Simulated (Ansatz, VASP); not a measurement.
## Sc5Mo in VASP and in Ansatz

INCAR

```
SYSTEM = Sc5Mo
PREC     = Accurate       ! precision mode
ENCUT    = 520            ! plane-wave cutoff, eV
EDIFF    = 1E-6           ! SCF threshold, eV
ISMEAR   = 0              ! smearing method
SIGMA    = 0.1            ! smearing width, eV
LREAL    = .FALSE.        ! projectors in reciprocal space
LASPH    = .TRUE.         ! aspherical terms in the spheres
NELM     = 80             ! most SCF steps
ALGO     = Fast           ! electronic algorithm
ISIF     = 2              ! what is computed and relaxed
LWAVE    = .FALSE.        ! write WAVECAR
LCHARG   = .FALSE.        ! write CHGCAR
GGA      = PE             ! functional
NBANDS   = 44             ! bands
```

Contents of KPOINTS:

```
regular mesh
0
G
  4 4 4
  0 0 0
```

POSCAR

```
Sc5Mo
1.0
    5.8663633900      0.0000000000      0.0000000000
    0.0000000000      5.8663633900      0.0000000000
    0.0000000000      0.0000000000      3.8199645800
Sc Mo
5 1
Direct
    0.7662220800      0.7662220800      0.0000000000
    0.2337779200      0.2337779200      0.0000000000
    0.2337779200      0.7662220800      0.0000000000
    0.7662220800      0.2337779200      0.0000000000
    0.0000000000      0.0000000000      0.5000000000
    0.0000000000      0.0000000000      0.0000000000
```

Input for Ansatz:

```yaml
crystal:
  lattice:
    - [5.86636339, 0.0, 0.0]
    - [0.0, 5.86636339, 0.0]
    - [0.0, 0.0, 3.81996458]
  atoms:
    - { symbol: Sc, position: [0.76622208, 0.76622208, 0.0] }
    - { symbol: Sc, position: [0.23377792, 0.23377792, 0.0] }
    - { symbol: Sc, position: [0.23377792, 0.76622208, 0.0] }
    - { symbol: Sc, position: [0.76622208, 0.23377792, 0.0] }
    - { symbol: Sc, position: [0.0, 0.0, 0.5] }
    - { symbol: Mo, position: [0.0, 0.0, 0.0] }
basis:
  ecutwfc: 420
kpoints:
  mp_grid: { grid: [4, 4, 4] }
hamiltonian:
  xc: pbe
scf:
  occupations: { method: gaussian, width: 0.1 }
  lower_state_search: "off"
output:
  forces: true
  stress: true
  eigenvalues: true
```

Alike in both runs: task single point; functional PBE; k mesh 4 × 4 × 4; occupations gaussian, width 0.1 eV; no spin polarisation.

|  | VASP | Ansatz |
| --- | --- | --- |
| version | VASP 6.6.1 | Ansatz 0.2.0 |
| potentials or method | VASP PAW PBE potentials, release 64 (Sc_sv, Mo_sv), cutoff 520 eV | scalar-relativistic, plane waves, PAW |
| valence electrons in the cell | 69 | 69 |

|  | VASP | Ansatz | Ansatz less VASP |
| --- | --- | --- | --- |
| gap on the k mesh at the Fermi level (eV) | none | none | - |
| rms of the force components (eV/Å) | 7.069 | 6.616 | -0.4528 |

Atom by atom the forces differ by 0.453 eV/Å (rms over components). A gap of «none» marks a metal or a gap that the smearing closes.

The k mesh is coarse, so the values compare programs but aren't converged.
